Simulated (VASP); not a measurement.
## Fe: density of states with PBE

The system is Fe.

```xyz
1
Lattice="1.8811 0.0000 0.0000 0.0000 1.8811 0.0000 0.0000 0.0000 1.8811" Properties=species:S:1:pos:R:3 pbc="T T T"
Fe    0.0000    0.0000    0.0000
```

This cell differs from its parent crystal: volume scaled by 0.5.

```yaml
Program: VASP 6.6.1
Task: density of states
Functional: PBE
Potentials_or_basis: VASP PAW PBE potentials, release 64 (Fe)
Cutoff: 520 eV
k_mesh: 18 × 18 × 18
Occupations: fermi-dirac, width 0.1 eV
Spin: collinear spin, ferromagnetic start
Starting_moments: "[2.5] μB"
Dipole_correction: no
k_mesh_for_the_DOS: 27 × 27 × 27
Occupations_for_the_DOS: tetrahedron
Further_INCAR_settings: ALGO = Normal; EDIFF = 1e-07
```

```json
{
 "Net moment": "0.00 μB per cell"
}
```

Levels at points of the mesh, in eV from the Fermi level:
Spin up:
| k point | band 1 | band 2 | band 3 | band 4 | band 5 | band 6 | band 7 | band 8 | band 9 |
| --- | --- | --- | --- | --- | --- | --- | --- | --- | --- |
| (0.00, 0.00, 0.00) | -11.75 | -8.14 | -8.14 | 2.05 | 2.05 | 2.05 | 29.05 | 29.05 | 29.05 |
Spin down:
| k point | band 1 | band 2 | band 3 | band 4 | band 5 | band 6 | band 7 | band 8 | band 9 |
| --- | --- | --- | --- | --- | --- | --- | --- | --- | --- |
| (0.00, 0.00, 0.00) | -11.75 | -8.14 | -8.14 | 2.05 | 2.05 | 2.05 | 29.05 | 29.05 | 29.05 |

Run time: 46 s on 1 thread of Intel(R) Xeon(R) Platinum 8259CL CPU @ 2.50GHz (Skylake/Cascade Lake) (shared host), peak memory 0.19 GiB.

Caveat: the starting moments collapsed, and a magnetic state may lie lower.
